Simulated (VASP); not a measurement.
Wanted: the native input for a VASP 6.6.1 run.

- Task: single point
- Functional: PBE
- Potentials or basis: VASP PAW PBE potentials, release 64 (La, Y_sv, N)
- Cutoff: 520 eV
- k mesh: 6 × 6 × 4
- Occupations: gaussian, width 0.1 eV
- Spin: no spin polarisation
- Dipole correction: no
- Further INCAR settings: ALGO = Normal; EDIFF = 1e-07; NBANDS = 24

The structure of LaYN2 lies in POSCAR:

```
LaYN2
1.0
    3.7025938339      0.0000000000      0.0000000000
   -1.8512969169      3.2065403200      0.0000000000
    0.0000000000      0.0000000000      6.6066813338
La Y N
1 1 2
Direct
    0.0000000000      0.0000000000      0.7111607487
    0.0000000000      0.0000000000      0.1581018422
    0.3333333333      0.6666666667      0.9451768545
    0.6666666667      0.3333333333      0.9451768545
```

The cell was built from a structure type or drawn by symmetry, and may not be a known phase.

One way to write it, as run:

INCAR

```
SYSTEM = LaYN2
PREC = Accurate
ENCUT = 520
EDIFF = 1E-7
ISMEAR = 0
SIGMA = 0.1
LREAL = .False.
LASPH = .True.
NELM = 100
ALGO = Normal
ISIF = 2
LWAVE = .False.
LCHARG = .False.
GGA = PE
NBANDS = 24
```

KPOINTS

```
Automatic mesh
0
Gamma
  6 6 4
  0 0 0
```

Potentials or basis: VASP PAW PBE potentials, release 64 (La, Y_sv, N).

The run is started by

```console
$ cat potpaw_PBE.64/La/POTCAR potpaw_PBE.64/Y_sv/POTCAR potpaw_PBE.64/N/POTCAR > POTCAR
$ mpirun -np 1 vasp_std > vasp.out
```

It gave:

* Pressure: 0.0 GPa
* Largest force: 0.026 eV/Å
* Band gap on the k mesh: zero (bands 16 and 17 overlap by 1.41 eV)

Caveat: spin-orbit coupling is left out, which moves the levels of the heavy elements.

It took 77 s on 1 thread of Intel Xeon 8259CL (shared host), peak memory 0.23 GiB.
